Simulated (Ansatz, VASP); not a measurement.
## One calculation of TaN, two programs

Contents of INCAR:

```
SYSTEM = TaN
ALGO = Normal
EDIFF = 1E-6
ENCUT = 520
GGA = PE
ISIF = 2
ISMEAR = 0
LASPH = .TRUE.
LCHARG = .FALSE.
LREAL = .FALSE.
LWAVE = .FALSE.
NBANDS = 15
NELM = 80
PREC = Accurate
SIGMA = 0.02
```

Contents of KPOINTS:

```
k-points
0
G
  18 18 18
  0 0 0
```

File POSCAR:

```
TaN
1.0
    0.0000000000      2.0972875000      2.1790000000
    2.2607125000      0.0000000000      2.1790000000
    2.2607125000      2.0972875000      0.0000000000
Ta N
1 1
Direct
    0.5000000000      0.5000000000      0.5000000000
    0.0000000000      0.0000000000      0.0000000000
```

Input for Ansatz:

```yaml
crystal:
  lattice:
    - [0.0, 2.0972875, 2.179]
    - [2.2607125, 0.0, 2.179]
    - [2.2607125, 2.0972875, 0.0]
  atoms:
    - { symbol: Ta, position: [0.5, 0.5, 0.5] }
    - { symbol: "N", position: [0.0, 0.0, 0.0] }
basis:
  ecutwfc: 420
kpoints:
  mp_grid: { grid: [18, 18, 18] }
hamiltonian:
  xc: pbe
scf:
  occupations: { method: gaussian, width: 0.02 }
output:
  forces: true
  stress: true
  eigenvalues: true
```

Change from the starting cell: strain +0.0375 x Voigt [1, -1, 0, 0, 0, 0], atoms carried along.

Alike in both runs: task single point; functional PBE; k mesh 18 × 18 × 18; occupations gaussian, width 0.02 eV; no spin polarisation.

```csv
,VASP,Ansatz
version,VASP 6.6.1,Ansatz 0.2.0
potentials or method,"VASP PAW PBE potentials, release 64 (Ta_pv, N), cutoff 520 eV","scalar-relativistic, plane waves, PAW"
valence electrons in the cell,16,18
```

Ansatz gave:

```
gap on the k mesh at the Fermi level (eV)                     : none
pressure (GPa)                                                : 19.0
traceless stress, the component that is largest in VASP (GPa) : 26.81
```

What did VASP give for the same quantities?

gap on the k mesh at the Fermi level (eV): none; pressure (GPa): 20.0; traceless stress, the component that is largest in VASP (GPa): 27.03.

A gap of «none» marks a metal or a gap that the smearing closes. VASP's potentials hold 16 valence electrons a cell and Ansatz's 18, so a difference there can come from the potentials and not from the codes.

Spin-orbit coupling is off throughout.
